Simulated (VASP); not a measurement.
# Ta3Br2 in VASP: further runs

Runs on Ta3Br2. Level: PBE. Tasks: single point.

All numbers are computed with VASP 6.6.1; they aren't measurements. Logs are shortened: lines on timing, memory, paths and dates and some standing lists are left out, and cuts for length are marked.

### Step 1. The cell of the first run

The typed cell holds 5 atoms: a = 5.534 Å, b = 5.534 Å, c = 4.860 Å, α = 90.00°, β = 90.00°, γ = 120.00°.

The cell was generated, and may not be a known phase.

### Step 2. Single point, PBE

File INCAR:

```
SYSTEM = Ta3Br2
PREC = Accurate
ENCUT = 520
EDIFF = 1E-7
ISMEAR = 0
SIGMA = 0.1
LREAL = .FALSE.
LASPH = .TRUE.
NELM = 60
ALGO = Normal
ISIF = 2
LWAVE = .FALSE.
LCHARG = .FALSE.
GGA = PE
NBANDS = 32
```

File KPOINTS:

```
regular mesh
0
G
  6 6 4
  0 0 0
```

File POSCAR:

```
Ta3Br2
1.0
    5.5335956031      0.0000000000      0.0000000000
   -2.7667978015      4.7922343666      0.0000000000
    0.0000000000      0.0000000000      4.8604197126
Ta Br
3 2
Direct
    0.5000000000      0.0000000000      0.4352582415
    0.0000000000      0.5000000000      0.4352582415
    0.5000000000      0.5000000000      0.4352582415
    0.6666666667      0.3333333333     -0.0643940018
    0.3333333333      0.6666666667     -0.0643940018
```

Potentials or basis: VASP PAW PBE potentials, release 64 (Ta_pv, Br).

The run is started by

```sh
$ cat potpaw_PBE.64/Ta_pv/POTCAR potpaw_PBE.64/Br/POTCAR > POTCAR
$ mpirun -np 1 vasp_std > vasp.out
```

OUTCAR:

```text
SYSTEM = Ta3Br2
   PREC = Accurate
   ENCUT = 520
   EDIFF = 1E-7
   ISMEAR = 0
   LREAL = .FALSE.
   LASPH = .TRUE.
   NELM = 60
   ISIF = 2
   GGA = PE

 ion  position               nearest neighbor table
   1  0.500  0.000  0.435-   3 2.77   3 2.77   2 2.77   2 2.77   4 2.91   5 2.91   4 2.91   5 2.91

   2  0.000  0.500  0.435-   3 2.77   3 2.77   1 2.77   1 2.77   4 2.91   5 2.91   4 2.91   5 2.91

   3  0.500  0.500  0.435-   2 2.77   2 2.77   1 2.77   1 2.77   4 2.91   5 2.91   4 2.91   5 2.91

   4  0.667  0.333  0.936-   2 2.91   1 2.91   3 2.91   2 2.91   1 2.91   3 2.91
   5  0.333  0.667  0.936-   2 2.91   1 2.91   3 2.91   2 2.91   1 2.91   3 2.91

  LATTYP: Found a hexagonal cell.
 ALAT       =     5.5335956031
 C/A-ratio  =     0.8783474726

  Lattice vectors:

 A1 = (   5.5335956031,   0.0000000000,   0.0000000000)
 A2 = (  -2.7667978015,   4.7922343666,   0.0000000000)
 A3 = (   0.0000000000,   0.0000000000,   4.8604197126)

Analysis of symmetry for initial positions (statically):
=====================================================================
 Subroutine PRICEL returns:
 Original cell was already a primitive cell.

 Routine SETGRP: Setting up the symmetry group for a
 hexagonal supercell.

 Subroutine GETGRP returns: Found 12 space group operations
 (whereof 12 operations were pure point group operations)
 out of a pool of 24 trial point group operations.

The static configuration has the point symmetry C_6v.

Analysis of symmetry for dynamics (positions and initial velocities):
=====================================================================
 Subroutine PRICEL returns:
 Original cell was already a primitive cell.

 Routine SETGRP: Setting up the symmetry group for a
 hexagonal supercell.

 Subroutine GETGRP returns: Found 12 space group operations
 (whereof 12 operations were pure point group operations)
 out of a pool of 24 trial point group operations.

The dynamic configuration has the point symmetry C_6v.

 Subroutine INISYM returns: Found 12 space group operations
 (whereof 12 operations are pure point group operations),
 and found     1 'primitive' translations

----------------------------------------------------------------------------------------

                                     Primitive cell

  volume of cell :     128.8900

  direct lattice vectors                    reciprocal lattice vectors
     5.533595603  0.000000000  0.000000000     0.180714326  0.104335465  0.000000000
    -2.766797802  4.792234367  0.000000000     0.000000000  0.208670930  0.000000000
     0.000000000  0.000000000  4.860419713     0.000000000  0.000000000  0.205743549

  length of vectors
     5.533595603  5.533595603  4.860419713     0.208670930  0.208670930  0.205743549

  position of ions in fractional coordinates (direct lattice)
     0.500000000  0.000000000  0.435258242
     0.000000000  0.500000000  0.435258242
     0.500000000  0.500000000  0.435258242
     0.666666667  0.333333333  0.935605998
     0.333333333  0.666666667  0.935605998

  ion indices of the primitive-cell ions
   primitive index   ion index
                 1           1
                 2           2
                 3           3
                 4           4
                 5           5

----------------------------------------------------------------------------------------

 KPOINTS: regular mesh

Automatic generation of k-mesh.
 Grid dimensions read from file:
 generate k-points for:    6    6    4

 Generating k-lattice:

  Cartesian coordinates                     Fractional coordinates (reciprocal lattice)
     0.030119054  0.017389244  0.000000000     0.166666667  0.000000000  0.000000000
     0.000000000  0.034778488  0.000000000     0.000000000  0.166666667  0.000000000
     0.000000000  0.000000000  0.051435887     0.000000000  0.000000000  0.250000000

  Length of vectors
     0.034778488  0.034778488  0.051435887

  Shift w.r.t. Gamma in fractional coordinates (k-lattice)
     0.000000000  0.000000000  0.000000000

 Subroutine IBZKPT returns following result:
 ===========================================

 Found     21 irreducible k-points:

 Following reciprocal coordinates:
            Coordinates               Weight
  0.000000  0.000000  0.000000      1.000000
  0.166667 -0.000000  0.000000      6.000000
  0.333333  0.000000  0.000000      6.000000
  0.500000 -0.000000  0.000000      3.000000
  0.166667  0.166667  0.000000      6.000000
  0.333333  0.166667  0.000000     12.000000
[... 13 lines left out ...]
  0.333333  0.166667  0.500000     12.000000
  0.333333  0.333333  0.500000      2.000000
   k-points           NKPTS =     21   k-points in BZ     NKDIM =     21   number of bands    NBANDS=     32
   number of dos      NEDOS =    301   number of ions     NIONS =      5
   total plane-waves  NPLWV =  63504
   dimension x,y,z NGX =    42 NGY =   42 NGZ =   36
   dimension x,y,z NGXF=    84 NGYF=   84 NGZF=   72
   ions per type =               3   2
   NGX,Y,Z   is equivalent  to a cutoff of  12.62, 12.62, 12.31 a.u.
   NGXF,Y,Z  is equivalent  to a cutoff of  25.24, 25.24, 24.63 a.u.
 SYSTEM =  Ta3Br2
   PREC   = accura    normal or accurate (medium, high low for compatibility)
   ISTART =      0    job   : 0-new  1-cont  2-samecut
   ICHARG =      2    charge: 1-file 2-atom 10-const
   ISPIN  =      1    spin polarized calculation?
   LNONCOLLINEAR =      F non collinear calculations
   LSORBIT =      F    spin-orbit coupling
   LASPH  =      T    aspherical Exc in radial PAW
   ENCUT  =  520.0 eV  38.22 Ry    6.18 a.u.  10.29 10.29  9.04*2*pi/ulx,y,z
   NELM   =     60;   NELMIN=  2; NELMDL= -5     # of ELM steps
   EDIFF  = 0.1E-06   stopping-criterion for ELM
   LREAL  =      F    real-space projection
   EDIFFG = 0.1E-05   stopping-criterion for IOM
   NSW    =      0    number of steps for IOM
   IBRION =     -1    ionic relax: 0-MD 1-quasi-New 2-CG
   NFREE  =      0    steps in history (QN), initial steepest desc. (CG)
   ISIF   =      2    stress and relaxation
   ISYM   =      2    0-nonsym 1-usesym 2-fastsym
   POTIM  = 0.5000    time-step for ionic-motion
   TEBEG  =    0.0;   TEEND  =   0.0 temperature during run
   PSTRESS=    0.0 pullay stress
   NELECT =      47.0000    total number of electrons
   NUPDOWN=      -1.0000    fix difference up-down
   EMIN   =  10.00;   EMAX   =-10.00  energy-range for DOS
   EFERMI =   0.00;   METHOD = LEGACY
   ISMEAR =     0;   SIGMA  =   0.10  broadening in eV -4-tet -1-fermi 0-gaus
   EFERMI_NEDOS =   21; number of points for ismear=-14 and -15
   IALGO  =     38    algorithm
   IMIX   =      4    mixing-type and parameters
     AMIX     =   0.40;   BMIX     =  1.00
     AMIX_MAG =   1.60;   BMIX_MAG =  1.00
  volume/ion in A,a.u.               =      25.78       173.96
  Fermi-wavevector in a.u.,A,eV,Ry     =   1.169592  2.210208 18.612026  1.367945
  Thomas-Fermi vector in A             =   2.306063
   LORBIT       =      0    0 simple, 1 ext, 2 COOP (PROOUT), +10 PAW based schemes
   GGA     = PE    functional components
   LHFCALC =     F    Hartree Fock is set to
   AEXX    =    0.0000 exact exchange contribution
   IVDW    =     0    specifies the selected vdW correction
   LEPSILON=     F    determine dielectric tensor
   LRPA    =     F    only Hartree local field effects (RPA)
 non-spin polarized calculation
 Gauss-broadening in eV      SIGMA  =   0.10
  energy-cutoff  :      520.00
  volume of cell :      128.89
 maximum number of plane-waves:      3510
 NGX is ok and might be reduce to    42
   NGX = 21   NGY = 21   NGZ = 19

 number of electron      47.0000001 magnetization

 Free energy of the ion-electron system (eV)
  ---------------------------------------------------
  ext. energy  EPLUGINS =         0.00000000
  ---------------------------------------------------
  free energy    TOTEN  =       -33.00728292 eV

  energy without entropy =      -32.97090099  energy(sigma->0) =      -32.98909195

 E-fermi :   3.8052     XC(G=0):  -9.8246

 val. band max:        3.7982880139   @ k =   0.3333   0.1667   0.2500
 cond. band min:       3.8122763175   @ k =   0.3333   0.1667   0.5000
 fundamental gap:      0.0139883035
 Fermi energy:         3.8051859836

 k-point     1 :       0.0000    0.0000    0.0000
  band No.  band energies     occupation
      1     -31.5852      2.00000
      2     -31.3113      2.00000
      3     -31.1239      2.00000
      4     -31.1239      2.00000
      5     -31.0701      2.00000
      6     -31.0701      2.00000
[... 24 lines left out ...]
     31       7.2311      0.00000
     32       7.2311      0.00000

 k-point     2 :       0.1667   -0.0000    0.0000
  band No.  band energies     occupation
      1     -31.5195      2.00000
      2     -31.3004      2.00000
      3     -31.1351      2.00000
      4     -31.1239      2.00000
      5     -31.0593      2.00000
      6     -31.0237      2.00000
[... 24 lines left out ...]
     31       6.8825      0.00000
     32       6.9470      0.00000

 k-point     3 :       0.3333    0.0000    0.0000
  band No.  band energies     occupation
      1     -31.3694      2.00000
      2     -31.2722      2.00000
      3     -31.1641      2.00000
      4     -31.1240      2.00000
      5     -31.0000      2.00000
      6     -30.8960      2.00000
[... 24 lines left out ...]
     31       6.4240      0.00000
     32       6.9223      0.00000

 k-point     4 :       0.5000   -0.0000    0.0000
  band No.  band energies     occupation
      1     -31.2904      2.00000
      2     -31.2495      2.00000
      3     -31.1872      2.00000
      4     -31.1240      2.00000
      5     -30.8143      2.00000
      6     -30.7932      2.00000
[... 549 lines left out ...]
     31       6.3045      0.00000
     32       7.1483      0.00000

 k-point    20 :       0.3333    0.1667    0.5000
  band No.  band energies     occupation
      1     -31.2553      2.00000
      2     -31.2524      2.00000
      3     -31.1914      2.00000
      4     -31.1268      2.00000
      5     -30.9758      2.00000
      6     -30.7644      2.00000
[... 24 lines left out ...]
     31       5.6978      0.00000
     32       7.1935      0.00000

 k-point    21 :       0.3333    0.3333    0.5000
  band No.  band energies     occupation
      1     -31.2235      2.00000
      2     -31.2235      2.00000
      3     -31.1269      2.00000
      4     -31.0652      2.00000
      5     -31.0652      2.00000
      6     -30.9109      2.00000
[... 24 lines left out ...]
     31       5.3754      0.00000
     32       7.1379      0.00000

------------------------ aborting loop because EDIFF is reached ----------------------------------------

  FORCE on cell =-STRESS in cart. coord.  units (eV):
  Direction    XX          YY          ZZ          XY          YZ          ZX
  --------------------------------------------------------------------------------------
  -------------------------------------------------------------------------------------
  Total        0.1301441      0.1301441     -0.0032476      0.0000000      0.0000000     -0.0000000
  in kB        1.6177668      1.6177668     -0.0403701      0.0000000      0.0000000     -0.0000000
  external PRESSURE =       1.0650545 kB  Pullay stress =       0.0000000 kB

 VOLUME and BASIS-vectors are now :
 -----------------------------------------------------------------------------
  energy-cutoff  :      520.00
  volume of cell :      128.89
      direct lattice vectors                 reciprocal lattice vectors
     5.533595603  0.000000000  0.000000000     0.180714326  0.104335465  0.000000000
    -2.766797802  4.792234367  0.000000000     0.000000000  0.208670930  0.000000000
     0.000000000  0.000000000  4.860419713     0.000000000  0.000000000  0.205743549

 POSITION                                       TOTAL-FORCE (eV/Angst)
 -----------------------------------------------------------------------------------
      2.76680      0.00000      2.11554         0.000000      0.000000      0.002088
     -1.38340      2.39612      2.11554         0.000000      0.000000      0.002088
      1.38340      2.39612      2.11554         0.000000     -0.000000      0.002088
      2.76680      1.59741      4.54744        -0.000000     -0.000000     -0.003133
     -0.00000      3.19482      4.54744         0.000000     -0.000000     -0.003133
 -----------------------------------------------------------------------------------
    total drift:                               -0.000000     -0.000000     -0.000086

  FREE ENERGIE OF THE ION-ELECTRON SYSTEM (eV)
  ---------------------------------------------------
  free  energy   TOTEN  =       -33.0072829156 eV

  energy  without entropy=      -32.9709009914  energy(sigma->0) =      -32.98909195
```

Wall time 58 s (1 thread of Intel Xeon 6975P-C (Granite Rapids), shared host); peak memory 0.27 GiB.

Results:

* Free energy: -33.0073 eV
* Pressure: 0.1 GPa
* Largest force: 0.003 eV/Å
* Band gap on the k mesh: zero (an odd number of electrons rules out a gap without spin polarisation)

Forces in eV/Å, atoms in the order of the input:
```
Ta   0.000  0.000  0.002
Ta   0.000  0.000  0.002
Ta   0.000  0.000  0.002
Br   0.000  0.000 -0.003
Br   0.000  0.000 -0.003
```

Caveat: spin-orbit coupling is left out, which moves the levels of the heavy elements; an odd number of electrons without spin polarisation forces a metal; a magnetic or distorted state may lie lower.

(Continued in part 2 of 2.)
